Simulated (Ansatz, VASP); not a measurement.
Given: the input of a run of Ansatz 0.2.0 on Ge.

File input.yaml:

```yaml
crystal:
  lattice:
    - [1.397149, -2.600516, 0.0]
    - [1.397149, 2.600516, 0.0]
    - [0.0, 0.0, 2.698231]
  atoms:
    - { symbol: Ge, position: [0.5, 0.5, 0.0] }
hamiltonian:
  xc: pbesol
  pseudopotentials: { kind: paw }
kpoints:
  mp_grid: { grid: [11, 11, 10] }
scf:
  occupations: { method: fermi_dirac, width: 0.05 }
output:
  forces: true
  stress: true
  eigenvalues: true
relax:
  f_tol: 0.01
  max_steps: 40
  cell: { stress_tol: 0.05 }
```

Potentials or basis: Ansatz PAW.

The run is started by

```console
$ ansatz run input.yaml --threads 2 --pin off --max-ram 5632MiB --backend cpu --events-out ev --progress --plain --runs-dir out
```

Q: Set up the same calculation for VASP 6.6.1. Potentials there: VASP PAW PBE potentials, release 64 (Ge_d).

A: As run (the cutoff follows the program's own potentials):

The input INCAR:

```
ALGO = Normal ; EDIFF = 1E-6
EDIFFG = -0.01 ; ENCUT = 600
GGA = PS ; IBRION = 2
ISIF = 3 ; ISMEAR = -1
LASPH = True ; LCHARG = False
LREAL = False ; LWAVE = False
NELM = 60 ; NSW = 60
PREC = Accurate ; SIGMA = 0.05
```

Contents of KPOINTS:

```
k-points
0
Gamma
  11 11 10
```

The input POSCAR:

```
Ge
1.0
    1.3971490000     -2.6005160000      0.0000000000
    1.3971490000      2.6005160000      0.0000000000
    0.0000000000      0.0000000000      2.6982310000
Ge
1
Direct
    0.5000000000      0.5000000000      0.0000000000
```

Potentials or basis: VASP PAW PBE potentials, release 64 (Ge_d).

Run with:

```console
$ cat potpaw_PBE.64/Ge_d/POTCAR > POTCAR
$ mpirun -np 1 vasp_std > vasp.out
```

Both were run:

|  | VASP | Ansatz | Ansatz less VASP |
| --- | --- | --- | --- |
| gap on the k mesh at the Fermi level, each at its own relaxed structure (eV) | none | none | - |
| relaxed volume (Å³/atom) | 18.42 | 18.40 | -0.026 |
| relaxed cell length with the largest relative difference (Å) | 2.836 | 2.831 | -0.0045 |

VASP's potentials were made for PBE, not for PBEsol. A gap of «none» marks a metal or a gap that the smearing closes.

Noted on Ansatz's run: the plane-wave basis is chosen anew once the cell has moved, so the energies of steps on either side of that aren't comparable.
